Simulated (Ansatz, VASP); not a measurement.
# CsH: VASP beside Ansatz

Contents of POSCAR:

```
CsH
1.0
    0.0000000000      3.0000228601      3.6000274321
    3.0000228601      0.0000000000      3.6000274321
    3.0000228601      3.0000228601      0.0000000000
Cs H
1 1
Direct
    0.0000000000      0.0000000000      0.0000000000
    0.5000000000      0.5000000000      0.5000000000
```

File INCAR.step1:

```
SYSTEM = CsH
PREC = Accurate
ENCUT = 520
ISMEAR = 0
SIGMA = 0.05
LREAL = .False.
LASPH = .True.
NELM = 80
NBANDS = 12
GGA = PE
ALGO = Normal
EDIFF = 1E-4
LWAVE = .True.
LCHARG = .False.
```

File INCAR.step2:

```
SYSTEM = CsH
PREC = Accurate
ENCUT = 520
EDIFF = 1E-7
ISMEAR = 0
SIGMA = 0.05
LREAL = .False.
LASPH = .True.
NELM = 80
ALGO = Normal
ISIF = 2
LWAVE = .False.
LCHARG = .False.
METAGGA = R2SCAN
LMIXTAU = .True.
NBANDS = 12
ISTART = 1
```

File KPOINTS:

```
Automatic mesh
0
Gamma
  8 8 8
  0 0 0
```

Input for Ansatz:

```yaml
crystal:
  lattice:
    - [0.0, 3.0000228601, 3.6000274321]
    - [3.0000228601, 0.0, 3.6000274321]
    - [3.0000228601, 3.0000228601, 0.0]
  atoms:
    - { symbol: Cs, position: [0.0, 0.0, 0.0] }
    - { symbol: H, position: [0.5, 0.5, 0.5] }
basis:
  ecutwfc: 500
kpoints:
  mp_grid: { grid: [8, 8, 8] }
hamiltonian:
  xc: r2scan
scf:
  occupations: { method: gaussian, width: 0.05 }
output:
  forces: true
  stress: true
  eigenvalues: true
```

Alike in both runs: task single point; functional r2SCAN; k mesh 8 × 8 × 8; occupations gaussian, width 0.05 eV; no spin polarisation.

|  | VASP | Ansatz |
| --- | --- | --- |
| version | VASP 6.6.1 | Ansatz 0.2.0 |
| potentials or method | VASP PAW PBE potentials, release 64 (Cs_sv, H), cutoff 520 eV | scalar-relativistic, plane waves, PAW |
| valence electrons in the cell | 10 | 10 |

```tsv
	VASP	Ansatz	Ansatz less VASP
gap on the k mesh at the Fermi level (eV)	2.51	2.53	+0.021
least direct gap on the mesh (eV)	2.51	2.53	+0.021
pressure (GPa)	0.8	0.8	-0.04
traceless stress, the component that is largest in VASP (GPa)	-2.23	-2.18	+0.056
```

VASP's potentials were made for PBE, not for r2SCAN.

Spin-orbit coupling is off throughout.
